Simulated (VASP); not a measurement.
Wanted: the native input for a VASP 6.6.1 run.

```yaml
Task: relaxation of cell and atoms
Functional: PBE
Potentials_or_basis: VASP PAW PBE potentials, release 64 (Na_pv)
Cutoff: 500 eV
k_mesh: 8 × 8 × 8
Occupations: gaussian, width 0.1 eV
Spin: no spin polarisation
Dipole_correction: no
Further_INCAR_settings: ALGO = Normal; EDIFF = 1e-07; IBRION = 2; EDIFFG = -0.05; NSW = 80; ISIF = 3
```

The structure of Na lies in POSCAR:

```
Na
1.0
   -1.7260576116      1.7260576116      1.6137866414
    1.7260576116     -1.7260576116      1.6137866414
    1.7260576116      1.7260576116     -1.6137866414
Na
1
Direct
    0.0000000000      0.0000000000      0.0000000000
```

One way to write it, as run:

INCAR

```
  ALGO = Normal
  EDIFF = 1E-7
  EDIFFG = -0.05
  ENCUT = 500
  GGA = PE
  GGA_COMPAT = False
  IBRION = 2
  ISIF = 3
  ISMEAR = 0
  LASPH = True
  LCHARG = False
  LREAL = False
  LWAVE = False
  NELM = 120
  NELMIN = 4
  NSW = 80
  PREC = Accurate
  SIGMA = 0.1
```

KPOINTS

```
k-points
0
Gamma
  8 8 8
```

Potentials or basis: VASP PAW PBE potentials, release 64 (Na_pv).

The run is started by

```bash
$ cat potpaw_PBE.64/Na_pv/POTCAR > POTCAR
$ mpirun -np 1 vasp_std > vasp.out
```

Results of the run:

| Quantity | Value |
| --- | --- |
| Relaxed volume | 37.37 Å³/atom |
| Relaxed cell | a = 3.652 Å, b = 3.652 Å, c = 3.652 Å, α = 107.60°, β = 107.60°, γ = 113.28° |
| Space group after relaxing (to 0.1 Å) | I4/mmm (No. 139) |
| Energy gained by relaxing | 552.2 meV/atom |
| Ionic steps | 5 |
| Pressure after relaxing | -0.1 GPa |
| Band gap on the k mesh | zero (an odd number of electrons rules out a gap without spin polarisation) |

Caveat: the volume moved by over 15 % at a fixed basis, so the end points are rough.

Run time: 48 s on 1 thread of Intel Xeon 8259CL (shared host), peak memory 0.13 GiB.
